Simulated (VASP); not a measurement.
Input of a VASP 6.6.1 run:

INCAR

```
ALGO = Normal ; EDIFF = 1E-6
ENCUT = 520 ; GGA = PE
ISIF = 2 ; ISMEAR = 0
LASPH = True ; LCHARG = True
LELF = True ; LREAL = False
LVHAR = True ; LWAVE = False
NBANDS = 46 ; NELM = 60
PREC = Accurate ; SIGMA = 0.1
```

Contents of KPOINTS:

```
k-points
0
Gamma
  4 4 2
```

File POSCAR:

```
YNbTl
1.0
    4.2026307133      0.0000000000      0.0000000000
    0.0000000000      4.2026307133      0.0000000000
    0.0000000000      0.0000000000      8.3073682617
Y Nb Tl
2 2 2
Direct
    0.5000000000      0.0000000000      0.6585977492
    0.0000000000      0.5000000000      0.3414022508
    0.0000000000      0.0000000000      0.0000000000
    0.5000000000      0.5000000000      0.0000000000
    0.5000000000      0.0000000000      0.2614678249
    0.0000000000      0.5000000000      0.7385321751
```

Potentials or basis: VASP PAW PBE potentials, release 64 (Y_sv, Nb_sv, Tl_d).

Launch:

```sh
$ cat potpaw_PBE.64/Y_sv/POTCAR potpaw_PBE.64/Nb_sv/POTCAR potpaw_PBE.64/Tl_d/POTCAR > POTCAR
$ mpirun -np 1 vasp_std > vasp.out
```

Problem. Predict the largest force.

Solution. 0.007 eV/Å.

Problem. Predict the band gap on the k mesh.

Solution. Zero (bands 37 and 38 overlap by 1.96 eV).

Problem. Estimate the pressure.

Solution. -0.2 GPa.

Forces in eV/Å, atoms in the order of the input:
```
Y    0.000  0.000  0.005
Y    0.000  0.000 -0.005
Nb   0.000  0.000  0.000
Nb   0.000  0.000  0.000
Tl   0.000  0.000 -0.007
Tl   0.000  0.000  0.007
```

Caveat: the k points lie up to 0.38 Å⁻¹ apart, too coarse for converged energies and pressures of a metal; spin-orbit coupling is left out, which moves the levels of the heavy elements.
